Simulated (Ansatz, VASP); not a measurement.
**One calculation of CoW3, two programs**

```
Co W
1.0
     3.85824    0.00000    0.00000
     0.00000    4.06080    0.00000
     0.00000    0.00000    3.85824
Co W
1 3
Direct
  0.00000 0.00000 0.00000
  0.00000 0.50000 0.50000
  0.50000 0.00000 0.50000
  0.50000 0.50000 0.00000
```

Change from the starting cell: strain +0.0525 x Voigt [0, 1, 0, 0, 0, 0], atoms carried along.

Alike in both runs: task single point; functional PBEsol; k mesh 12 × 12 × 12; occupations gaussian, width 0.15 eV; no spin polarisation.

|  | VASP | Ansatz |
| --- | --- | --- |
| version | VASP 6.6.1 | Ansatz 0.2.0 |
| potentials or method | VASP PAW PBE potentials, release 64 (Co, W_sv), cutoff 520 eV | scalar-relativistic, plane waves, PAW |
| valence electrons in the cell | 51 | 59 |

Ansatz gave:

```
gap on the k mesh at the Fermi level (eV)                     : none
pressure (GPa)                                                : -13.6
traceless stress, the component that is largest in VASP (GPa) : -1.41
```

**Question.** Which values does VASP return?

**Answer.** gap on the k mesh at the Fermi level (eV): none; pressure (GPa): -13.1; traceless stress, the component that is largest in VASP (GPa): -1.34.

VASP's potentials were made for PBE, not for PBEsol. A gap of «none» marks a metal or a gap that the smearing closes. VASP's potentials hold 51 valence electrons a cell and Ansatz's 59, so a difference there can come from the potentials and not from the codes.

Neither program's run includes spin-orbit coupling.
